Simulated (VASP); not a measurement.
FeO, 2 atoms in the cell. It takes space group P-6m2 (No. 187, hexagonal). The conventional cell has a = 2.844 Å, b = 2.844 Å, c = 2.775 Å, α = 90.00°, β = 90.00°, γ = 120.00°. Within 2.8 Å of Fe (site symmetry -6m2) lie 6 O at 2.15 Å and 2 Fe at 2.78 Å. Within 2.8 Å of O (site symmetry -6m2) lie 6 Fe at 2.15 Å and 2 O at 2.78 Å. 

| Quantity | Value |
| --- | --- |
| Program | VASP 6.6.1 |
| Task | single point |
| Functional | PBE |
| Potentials or basis | VASP PAW PBE potentials, release 64 (Fe_sv, O) |
| Cutoff | 600 eV |
| k mesh | 10 × 10 × 9 |
| Occupations | fermi-dirac, width 0.05 eV |
| Spin | collinear spin, ferromagnetic start |
| Starting moments | [3.0, 0.0] μB |
| Dipole correction | no |
| Second run | valence_matched |
| Further INCAR settings | ALGO = Normal; EDIFF = 1e-06; NBANDS = 22 |

Potentials or basis: VASP PAW PBE potentials, release 64 (Fe_sv, O).

Launch:

```console
$ cat potpaw_PBE.64/Fe_sv/POTCAR potpaw_PBE.64/O/POTCAR > POTCAR
$ mpirun -np 1 vasp_std > vasp.out
```

Hardware: 1 thread of Intel(R) Xeon(R) Platinum 8259CL CPU @ 2.50GHz (Skylake/Cascade Lake) (shared host).

Task: How long does it take, and how much memory?

Result: It took 47 s on 1 thread of Intel(R) Xeon(R) Platinum 8259CL CPU @ 2.50GHz (Skylake/Cascade Lake) (shared host), peak memory 0.18 GiB. Counts: scf iterations 15, k points 70.
